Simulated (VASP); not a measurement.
# ZnCu (Pm-3m) in VASP: further runs, part 2 of 2

VASP 6.6.1. Earlier steps stand in the parts before.

## 4. Single point, PBEsol (11.93 Å³/atom)

This run uses another cell than the first one, of 11.93 Å³/atom.

INCAR reads:

```
SYSTEM = ZnCu
ALGO = Fast
EDIFF = 1E-7
ENCUT = 520
GGA = PS
ISIF = 2
ISMEAR = 0
LASPH = .True.
LCHARG = .True.
LELF = .True.
LREAL = .False.
LVHAR = .True.
LWAVE = .False.
NBANDS = 18
NELM = 80
PREC = Accurate
SIGMA = 0.1
```

KPOINTS reads:

```
k-points
0
Gamma
  14 14 14
  0 0 0
```

POSCAR reads:

```
ZnCu
1.0
    2.8785051644      0.0000000000      0.0000000000
    0.0000000000      2.8785051644      0.0000000000
    0.0000000000      0.0000000000      2.8785051644
Zn Cu
1 1
Direct
    0.5000000000      0.5000000000      0.5000000000
    0.0000000000      0.0000000000      0.0000000000
```

Potentials or basis: VASP PAW PBE potentials, release 64 (Zn, Cu).

Started as:

```sh
$ cat potpaw_PBE.64/Zn/POTCAR potpaw_PBE.64/Cu/POTCAR > POTCAR
$ mpirun -np 1 vasp_std > vasp.out
```

OUTCAR:

```text
SYSTEM = ZnCu
   EDIFF = 1E-7
   ENCUT = 520
   GGA = PS
   ISIF = 2
   ISMEAR = 0
   LASPH = .True.
   LREAL = .False.
   NELM = 80
   PREC = Accurate

 ion  position               nearest neighbor table
   1  0.500  0.500  0.500-   2 2.49   2 2.49   2 2.49   2 2.49   2 2.49   2 2.49   2 2.49   2 2.49

   2  0.000  0.000  0.000-   1 2.49   1 2.49   1 2.49   1 2.49   1 2.49   1 2.49   1 2.49   1 2.49

  LATTYP: Found a simple cubic cell.
 ALAT       =     2.8785051644

  Lattice vectors:

 A1 = (   2.8785051644,   0.0000000000,   0.0000000000)
 A2 = (   0.0000000000,   2.8785051644,   0.0000000000)
 A3 = (   0.0000000000,   0.0000000000,   2.8785051644)

Analysis of symmetry for initial positions (statically):
=====================================================================
 Subroutine PRICEL returns:
 Original cell was already a primitive cell.

 Routine SETGRP: Setting up the symmetry group for a
 simple cubic supercell.

 Subroutine GETGRP returns: Found 48 space group operations
 (whereof 48 operations were pure point group operations)
 out of a pool of 48 trial point group operations.

The static configuration has the point symmetry O_h .

[... 160 lines left out ...]
  energy without entropy =       -6.08399718  energy(sigma->0) =       -6.08469840

 E-fermi :   6.0562     XC(G=0): -12.9569

 val. band max:        5.9203389553   @ k =   0.3571   0.2143   0.1429
 cond. band min:       6.0703832944   @ k =   0.4286   0.3571   0.2143
 fundamental gap:      0.1500443391
 Fermi energy:         6.0561625176

 k-point     1 :       0.0000    0.0000    0.0000
  band No.  band energies     occupation
      1      -4.8744      2.00000
      2      -2.0322      2.00000
      3      -2.0322      2.00000
      4      -1.2115      2.00000
      5      -1.2115      2.00000
      6      -1.2115      2.00000
[... 481 lines left out ...]
      5      -1.2688      2.00000
      6      -0.8397      2.00000
[... 10 lines left out ...]
     17      22.6184      0.00000
     18      23.4483      0.00000

 [... further k-points ...]

------------------------ aborting loop because EDIFF is reached ----------------------------------------

  FORCE on cell =-STRESS in cart. coord.  units (eV):
  Direction    XX          YY          ZZ          XY          YZ          ZX
  --------------------------------------------------------------------------------------
  -------------------------------------------------------------------------------------
  Total        0.8086842      0.8086842      0.8086842     -0.0000000     -0.0000000      0.0000000
  in kB       54.3235927     54.3235927     54.3235927     -0.0000000     -0.0000000      0.0000000
  external PRESSURE =      54.3235927 kB  Pullay stress =       0.0000000 kB

 VOLUME and BASIS-vectors are now :
 -----------------------------------------------------------------------------
  energy-cutoff  :      520.00
  volume of cell :       23.85
      direct lattice vectors                 reciprocal lattice vectors
     2.878505164  0.000000000  0.000000000     0.347402538  0.000000000  0.000000000
     0.000000000  2.878505164  0.000000000     0.000000000  0.347402538  0.000000000
     0.000000000  0.000000000  2.878505164     0.000000000  0.000000000  0.347402538

 POSITION                                       TOTAL-FORCE (eV/Angst)
 -----------------------------------------------------------------------------------
      1.43925      1.43925      1.43925         0.000000      0.000000      0.000000
      0.00000      0.00000      0.00000         0.000000      0.000000      0.000000
 -----------------------------------------------------------------------------------
    total drift:                                0.000000      0.000000     -0.000000

  FREE ENERGIE OF THE ION-ELECTRON SYSTEM (eV)
  ---------------------------------------------------
  free  energy   TOTEN  =        -6.0853996272 eV

  energy  without entropy=       -6.0839971767  energy(sigma->0) =       -6.08469840
```

OSZICAR:

```text
N       E                     dE             d eps       ncg     rms          rms(c)
DAV:   1     0.109542730550E+03    0.10954E+03   -0.11331E+04  4832   0.216E+03
[... 11 lines left out ...]
RMM:  13    -0.608584387092E+01   -0.44160E-03   -0.78970E-04  5591   0.327E-01    0.165E-01
RMM:  14    -0.608599966629E+01   -0.15580E-03   -0.62128E-05  5292   0.903E-02    0.190E-01
RMM:  15    -0.608540122126E+01    0.59845E-03   -0.14039E-03  6647   0.529E-01    0.840E-03
RMM:  16    -0.608540066943E+01    0.55183E-06   -0.14412E-05  5160   0.461E-02    0.657E-03
RMM:  17    -0.608539967746E+01    0.99197E-06   -0.37577E-06  5157   0.312E-02    0.420E-03
RMM:  18    -0.608539955257E+01    0.12488E-06   -0.57000E-07  4795   0.949E-03    0.158E-03
RMM:  19    -0.608539962717E+01   -0.74600E-07   -0.10860E-07  3396   0.319E-03
   1 F= -.60853996E+01 E0= -.60846984E+01  d E =-.140245E-02
```

It took 64 s on 1 thread of Intel Xeon Platinum 8259CL at 2.50GHz (Skylake/Cascade Lake), shared host; peak memory 0.17 GiB.

Results:

```yaml
Free_energy: -6.0854 eV
Pressure: 5.4 GPa
Band_gap_on_the_k_mesh: zero (an odd number of electrons rules out a gap without spin polarisation)
```

Caveat: the cell stands under pressure; the PAW data sets were made with another functional, which shifts forces and pressure a little.

## 5. Single point, PBEsol

This run uses another cell than the first one, of 12.29 Å³/atom.

INCAR reads:

```
PREC = Accurate ; ENCUT = 520
EDIFF = 1E-6 ; ISMEAR = 0
SIGMA = 0.1 ; LREAL = False
LASPH = True ; NELM = 100
ALGO = Normal ; ISIF = 2
LWAVE = False ; LCHARG = False
GGA = PS ; NBANDS = 18
```

KPOINTS reads:

```
regular mesh
0
Gamma
  14 14 14
```

POSCAR reads:

```
ZnCu
1.0
    2.9078796949      0.0000000000      0.0000000000
    0.0000000000      2.9078796949      0.0000000000
    0.0000000000      0.0000000000      2.9078796949
Zn Cu
1 1
Direct
    0.5000000000      0.5000000000      0.5000000000
    0.0000000000      0.0000000000      0.0000000000
```

Started as:

```sh
$ cat potpaw_PBE.64/Zn/POTCAR potpaw_PBE.64/Cu/POTCAR > POTCAR
$ mpirun -np 1 vasp_std > vasp.out
```

It took 34 s on 1 thread of Intel Xeon Platinum 8259CL at 2.50GHz (Skylake/Cascade Lake), shared host; peak memory 0.18 GiB.

It converged, with:

- Free energy: -6.0993 eV
- Pressure: 0.7 GPa
- Band gap on the k mesh: zero (an odd number of electrons rules out a gap without spin polarisation)

Levels at points of the mesh, in eV from the Fermi level:
| k point | band 10 | band 11 | band 12 | band 13 | band 14 | band 15 |
| --- | --- | --- | --- | --- | --- | --- |
| (0.00, 0.00, 0.00) | -2.81 | -2.81 | 6.32 | 6.32 | 6.32 | 11.49 |
| (0.50, 0.00, 0.00) | -3.40 | -2.89 | -2.05 | 12.00 | 12.00 | 12.62 |
| (0.50, 0.50, 0.00) | -2.56 | -2.04 | -2.04 | 1.91 | 2.23 | 14.29 |
| (0.50, 0.50, 0.50) | -2.54 | 4.09 | 4.40 | 4.40 | 4.40 | 4.62 |

Caveat: the PAW data sets were made with another functional, which shifts forces and pressure a little.

## 6. Summary

| cell | gap on the mesh (eV) | pressure (GPa) |
| --- | --- | --- |
| a = 3.002 Å, 2 atoms | none | -9.8 |
| a = 2.849 Å, 2 atoms | none | 10.7 |
| a = 2.879 Å, 2 atoms | none | 5.4 |
| a = 2.908 Å, 2 atoms | none | 0.7 |

Alike in all rows: task single point; level PBEsol; potentials or basis VASP PAW PBE potentials, release 64 (Zn, Cu); no spin polarisation; k mesh 14 × 14 × 14; cutoff (eV) 520; smearing gaussian 0.1 eV.

Caveats: the PAW data sets were made with another functional, which shifts forces and pressure a little; the cell stands under pressure (at least some runs); the cell stands under tension (at least some runs).

Total energies depend on the potentials used, so only differences within one code and one set of settings carry meaning.
